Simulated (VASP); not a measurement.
Runs of VASP 6.6.1 on Li. The structure is that of space group Pm-3n (No. 223), or close to it. The cells are those of the table. The cell was built from a structure type or drawn by symmetry, and may not be a known phase.

| task | cell | k mesh | cutoff (eV) | smearing | gap on the mesh (eV) | pressure (GPa) | relaxed volume (Å³/atom) |
| --- | --- | --- | --- | --- | --- | --- | --- |
| relaxation of cell and atoms | relaxed from a = 5.453 Å, 8 atoms | 8 × 8 × 8 | 600 | gaussian 0.1 eV | none | 0.0 | (a) |
| single point | a = 5.453 Å, 8 atoms | 4 × 4 × 4 | 520 | gaussian 0.1 eV | none | - | - |
| single point | a = 5.453 Å, 8 atoms | 8 × 8 × 8 | 520 | gaussian 0.1 eV | none | - | - |
| relaxation of cell and atoms | relaxed from a = 5.453 Å, 8 atoms | 8 × 8 × 8 | 600 | fermi-dirac 0.15 eV | none | 0.0 | 20.17 |
| single point | a = 5.459 Å, 8 atoms | 8 × 8 × 8 | 520 | fermi-dirac 0.15 eV | none | - | - |

Alike in all rows: level PBE; potentials or basis VASP PAW PBE potentials, release 64 (Li_sv); no spin polarisation.

**Question.** Fill in the values left out.

**Answer.** (a) 20.10.

Caveats: the cutoff is under 1.25 times the usual one of these potentials, so pressure, stress and relaxed cells hold a basis-set (Pulay) error.

A gap of «none» marks levels without a gap at the run's occupations.
